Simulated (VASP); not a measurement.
## Nb2H3: single point with r2SCAN

Crystal: Nb2H3.

```
Nb H
1.0
     3.06879    0.00000    0.00000
    -1.53440    2.65765    0.00000
     0.00000    0.00000    5.36471
Nb H
2 3
Direct
  0.33333 0.66667 0.23456
  0.66667 0.33333 0.76544
  0.00000 0.00000 0.00000
  0.33333 0.66667 0.60907
  0.66667 0.33333 0.39093
```

| Property | Result |
| --- | --- |
| Program | VASP 6.6.1 |
| Task | single point |
| Functional | r2SCAN |
| Potentials or basis | VASP PAW PBE potentials, release 64 (Nb_sv, H) |
| Cutoff | 520 eV |
| k mesh | 12 × 12 × 8 |
| Occupations | gaussian, width 0.1 eV |
| Spin | no spin polarisation |

```yaml
Pressure: -0.3 GPa
Band_gap_on_the_k_mesh: zero (an odd number of electrons rules out a gap without spin polarisation)
```

Forces on the atoms (eV/Å):
```
Nb   0.000  0.000 -0.003
Nb   0.000  0.000  0.003
H    0.000  0.000  0.000
H    0.000  0.000 -0.001
H    0.000  0.000  0.001
```

Levels at points of the mesh, in eV from the Fermi level:
| k point | band 11 | band 12 | band 13 | band 14 | band 15 | band 16 | band 17 | band 18 |
| --- | --- | --- | --- | --- | --- | --- | --- | --- |
| (0.00, 0.00, 0.00) | -5.77 | -1.18 | -0.50 | -0.50 | 0.08 | 0.08 | 1.32 | 1.32 |
| (0.50, 0.00, 0.00) | -5.49 | -3.55 | -2.25 | -0.47 | -0.45 | 3.46 | 3.61 | 3.95 |
| (0.00, 0.00, 0.50) | -4.54 | -2.91 | -0.61 | -0.61 | -0.27 | -0.27 | 2.38 | 2.38 |
| (0.50, 0.00, 0.50) | -5.39 | -4.21 | -2.79 | 0.19 | 0.72 | 1.35 | 3.10 | 3.49 |

Wall time 3.5 min on 1 thread of Intel(R) Xeon(R) 6975P-C (Granite Rapids), with other jobs on the host, peak memory 0.24 GiB.

Caveat: the PAW data sets were made with another functional, which shifts forces and pressure a little.
